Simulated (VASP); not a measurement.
The system is Be.

```
Be
1.0
    -1.25312    1.25312    1.25312
     1.25312   -1.25312    1.25312
     1.25312    1.25312   -1.25312
Be
1
Direct
  0.00000 0.00000 0.00000
```

Base run:

```yaml
Program: VASP 6.6.1
Functional: PBEsol
Potentials_or_basis: VASP PAW PBE potentials, release 64 (Be)
Cutoff: 520 eV
k_mesh: 15 × 15 × 15
Occupations: gaussian, width 0.1 eV
Spin: no spin polarisation
```

Its results: band gap on the k mesh zero (band 1 reaches 10.95 eV, above the bottom of band 2 at 6.54 eV); pressure -1.6 GPa.

The run is repeated on the same cell with these changes: functional from PBEsol to PBE; occupations from gaussian, width 0.1 eV to tetrahedron. What comes out?

Band gap on the k mesh zero (band 1 reaches 10.98 eV, above the bottom of band 2 at 6.57 eV); pressure -0.7 GPa.

Caveats: the PAW data sets were made with another functional, which shifts forces and pressure a little (some runs); tetrahedron occupations give inexact forces and stress in metals (some runs).
